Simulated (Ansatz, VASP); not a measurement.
Two plane-wave programs on La

```
La
1.0
     0.00000    2.68367    2.68367
     2.68367    0.00000    2.68367
     2.68367    2.68367    0.00000
La
1
Direct
  0.00000 0.00000 0.00000
```

Alike in both runs: functional revPBE; k mesh 10 × 10 × 10; occupations fermi-dirac, width 0.1 eV; no spin polarisation.

Ansatz relaxed the structure, and its values are those at the end. VASP's run is a single point on that final structure, the one shown.

|  | VASP | Ansatz |
| --- | --- | --- |
| version | VASP 6.6.1 | Ansatz 0.2.0 |
| potentials or method | VASP PAW PBE potentials, release 64 (La), cutoff 520 eV | plane waves (420 eV) with PAW, scalar-relativistic |
| valence electrons in the cell | 11 | 11 |

|  | VASP | Ansatz | Ansatz less VASP |
| --- | --- | --- | --- |
| pressure (GPa) | 0.1 | 0.0 | -0.08 |

VASP's potentials were made for PBE, not for revPBE. The functional is the same, so the differences come from potentials, cutoffs and numerics.

Spin-orbit coupling is off throughout.
